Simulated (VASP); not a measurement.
A run of VASP 6.6.1 is set up as follows.

Contents of POSCAR:

```
AlCu4
1.0
    6.4476883708      0.0000000000      0.0000000000
    0.0000000000      6.4476883708      0.0000000000
    0.0000000000      0.0000000000      6.4476883708
Al Cu
4 16
Direct
    0.4399761141      0.9399761141      0.5600238859
    0.9399761141      0.5600238859      0.4399761141
    0.5600238859      0.4399761141      0.9399761141
    0.0600238859      0.0600238859      0.0600238859
    0.8080409229      0.3080409229      0.1919590771
    0.3080409229      0.1919590771      0.8080409229
    0.1919590771      0.8080409229      0.3080409229
    0.6919590771      0.6919590771      0.6919590771
    0.0483732035      0.8754557276      0.7000734107
    0.2999265893      0.5483732035      0.6245442724
    0.3754557276      0.7999265893      0.9516267965
    0.5483732035      0.6245442724      0.2999265893
    0.7999265893      0.9516267965      0.3754557276
    0.8754557276      0.7000734107      0.0483732035
    0.9516267965      0.3754557276      0.7999265893
    0.7000734107      0.0483732035      0.8754557276
    0.6245442724      0.2999265893      0.5483732035
    0.4516267965      0.1245442724      0.2000734107
    0.2000734107      0.4516267965      0.1245442724
    0.1245442724      0.2000734107      0.4516267965
```

The input INCAR.step1:

```
PREC     = Accurate       # precision mode
ENCUT    = 520            # plane-wave cutoff, eV
ISMEAR   = 0              # smearing method
SIGMA    = 0.1            # smearing width, eV
LREAL    = Auto         
LASPH    = T              # aspherical terms in the spheres
NELM     = 100            # most SCF steps
NBANDS   = 110            # bands
GGA      = PE             # functional
ALGO     = Normal         # electronic algorithm
EDIFF    = 1E-4           # SCF threshold, eV
LWAVE    = T              # write WAVECAR
LCHARG   = F              # write CHGCAR
KPAR     = 4
```

INCAR.step2

```
PREC     = Accurate       # precision mode
ENCUT    = 520            # plane-wave cutoff, eV
EDIFF    = 1E-6           # SCF threshold, eV
ISMEAR   = 0              # smearing method
SIGMA    = 0.1            # smearing width, eV
LREAL    = Auto         
LASPH    = T              # aspherical terms in the spheres
NELM     = 100            # most SCF steps
ALGO     = Normal         # electronic algorithm
ISIF     = 2              # what is computed and relaxed
LWAVE    = F              # write WAVECAR
LCHARG   = T              # write CHGCAR
METAGGA  = R2SCAN         # meta-GGA
LMIXTAU  = T            
LVHAR    = T            
NBANDS   = 110            # bands
ISTART   = 1            
KPAR     = 4
```

The input KPOINTS:

```
regular mesh
0
Gamma
  6 6 6
```

Potentials or basis: VASP PAW PBE potentials, release 64 (Al, Cu).

Command:

```sh
$ cat potpaw_PBE.64/Al/POTCAR potpaw_PBE.64/Cu/POTCAR > POTCAR
$ cp INCAR.step1 INCAR
$ mpirun -np 4 vasp_std > vasp.out
$ cp INCAR.step2 INCAR
$ mpirun -np 4 vasp_std > vasp.out
```

Q: Estimate the largest force.

A: 0.029 eV/Å.

Q: Estimate the pressure.

A: -10.5 GPa.

Q: What does it give for the band gap on the k mesh?

A: Zero (bands 94 and 95 overlap by 1.09 eV).

Forces in eV/Å, atoms in the order of the input:
```
Al   0.004  0.004 -0.004
Al   0.004 -0.004  0.004
Al  -0.004  0.004  0.004
Al  -0.004 -0.004 -0.004
Cu   0.006  0.006 -0.006
Cu   0.006 -0.006  0.006
Cu  -0.006  0.006  0.006
Cu  -0.006 -0.006 -0.006
Cu   0.024 -0.003 -0.016
Cu   0.016  0.024  0.003
Cu  -0.003  0.016 -0.024
Cu   0.024  0.003  0.016
Cu   0.016 -0.024 -0.003
Cu  -0.003 -0.016  0.024
Cu  -0.024 -0.003  0.016
Cu  -0.016  0.024 -0.003
Cu   0.003  0.016  0.024
Cu  -0.024  0.003 -0.016
Cu  -0.016 -0.024  0.003
Cu   0.003 -0.016 -0.024
```

Caveat: the cell stands under tension; the PAW data sets were made with another functional, which shifts forces and pressure a little.
